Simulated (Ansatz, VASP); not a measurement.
## Si4N in VASP and in Ansatz

INCAR

```
ALGO = Normal
DIPOL = 0.5 0.5 0.335
EDIFF = 1E-7
ENCUT = 520
GGA = PE
IDIPOL = 3
ISIF = 2
ISMEAR = 0
ISPIN = 2
IVDW = 12
LASPH = True
LCHARG = True
LDIPOL = True
LELF = True
LORBIT = 11
LREAL = False
LVACPOTAV = True
LVHAR = True
LWAVE = False
MAGMOM = 0 0 0 0 3
NBANDS = 22
NELM = 150
PREC = Accurate
SIGMA = 0.05
```

KPOINTS

```
k-points
0
Gamma
  7 7 1
```

File POSCAR:

```
Si4N
1.0
    3.8333442755      0.0000000000      0.0000000000
    0.0000000000      3.8333442755      0.0000000000
    0.0000000000      0.0000000000     21.1034818114
Si N
4 1
Direct
    0.0000000000      0.5000000000      0.1895421825
    0.0000000000      0.0000000000      0.2537634269
    0.5000000000      0.0000000000      0.3207061922
    0.5000000000      0.5000000000      0.3839879070
    0.7500000000      0.7500000000      0.5261445439
```

Input for Ansatz:

```yaml
crystal:
  lattice:
    - [3.8333442755, 0.0, 0.0]
    - [0.0, 3.8333442755, 0.0]
    - [0.0, 0.0, 21.1034818114]
  atoms:
    - { symbol: Si, position: [0.0, 0.5, 0.1895421825] }
    - { symbol: Si, position: [0.0, 0.0, 0.2537634269] }
    - { symbol: Si, position: [0.5, 0.0, 0.3207061922] }
    - { symbol: Si, position: [0.5, 0.5, 0.383987907] }
    - { symbol: "N", position: [0.75, 0.75, 0.5261445439], spin: 3.0 }
basis:
  ecutwfc: 420
kpoints:
  mp_grid: { grid: [7, 7, 1] }
hamiltonian:
  xc: pbe
  pseudopotentials: { kind: paw, azcp: { folder: soft_1 } }
  dispersion: d3bj
scf:
  occupations: { method: gaussian, width: 0.05 }
output:
  forces: true
  eigenvalues: true
  populations: true
magnetization:
  spin_polarized: true
efield:
  axis: 3
  dipole_correction: true
  ramp_width: 0.04
```

Alike in both runs: task single point; functional PBE; dispersion D3(BJ); k mesh 7 × 7 × 1; occupations gaussian, width 0.05 eV; collinear spin.

|  | VASP | Ansatz |
| --- | --- | --- |
| version | VASP 6.6.1 | Ansatz 0.2.0 |
| potentials or method | VASP PAW PBE potentials, release 64 (Si, N), cutoff 520 eV | scalar-relativistic, plane waves, PAW |
| valence electrons in the cell | 21 | 21 |

|  | VASP | Ansatz | Ansatz less VASP |
| --- | --- | --- | --- |
| gap on the k mesh at the Fermi level (eV) | none | none | - |
| rms of the force components (eV/Å) | 0.095 | 0.095 | +0.0004 |
| net moment per atom (μB) | 0.53 | 0.53 | 0.000 |
| size of the moment on the site where the two differ most (μB) | 1.88 | 2.73 | +0.843 |
| work function, face that differs most (eV) | 5.94 | 5.94 | -0.002 |

Site moments also hang on the region over which each program counts them. Atom by atom the forces differ by 0.002 eV/Å (rms over components). A gap of «none» marks a metal or a gap that the smearing closes.
